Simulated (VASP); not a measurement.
Wanted: the native input for a VASP 6.6.1 run.

```
Task                   : single point
Functional             : PBE
Potentials or basis    : VASP PAW PBE potentials, release 64 (Mg, H)
Cutoff                 : 520 eV
k mesh                 : 4 × 4 × 4
Occupations            : gaussian, width 0.1 eV
Spin                   : no spin polarisation
Dipole correction      : no
Further INCAR settings : ALGO = Normal; EDIFF = 1e-06; NBANDS = 20
```

The structure of MgH2 lies in POSCAR:

```
MgH2
1.0
    2.8979821800     -5.0896534600      0.0000000000
    2.8979821800      5.0896534600      0.0000000000
    0.0000000000      0.0000000000      5.4879925800
Mg H
4 8
Direct
    0.7500000000      0.2500000000      0.3554073800
    0.2500000000      0.7500000000      0.6445926200
    0.0000000000      0.0000000000      0.0000000000
    0.5000000000      0.5000000000      0.0000000000
    0.0000000000      0.5000000000      0.5000000000
    0.5000000000      0.0000000000      0.5000000000
    0.8750000000      0.1250000000      0.1777036900
    0.6250000000      0.3750000000      0.1777036900
    0.1250000000      0.8750000000      0.8222963100
    0.3750000000      0.6250000000      0.8222963100
    0.2500000000      0.2500000000      0.0000000000
    0.7500000000      0.7500000000      0.0000000000
```

These files were run (other wordings do the same):

INCAR

```
SYSTEM = MgH2
PREC = Accurate
ENCUT = 520
EDIFF = 1E-6
ISMEAR = 0
SIGMA = 0.1
LREAL = .FALSE.
LASPH = .TRUE.
NELM = 100
ALGO = Normal
ISIF = 2
LWAVE = .FALSE.
LCHARG = .FALSE.
GGA = PE
NBANDS = 20
```

KPOINTS

```
Automatic mesh
0
G
  4 4 4
  0 0 0
```

Potentials or basis: VASP PAW PBE potentials, release 64 (Mg, H).

Command:

```sh
$ cat potpaw_PBE.64/Mg/POTCAR potpaw_PBE.64/H/POTCAR > POTCAR
$ mpirun -np 1 vasp_std > vasp.out
```

Results of the run:

| Property | Result |
| --- | --- |
| Pressure | 20.8 GPa |
| Largest force | 0.549 eV/Å |
| Band gap on the k mesh | 2.26 eV, direct |

Wall time 37 s on 1 thread of Intel(R) Xeon(R) 6975P-C (Granite Rapids), with other jobs on the host, peak memory 0.31 GiB.
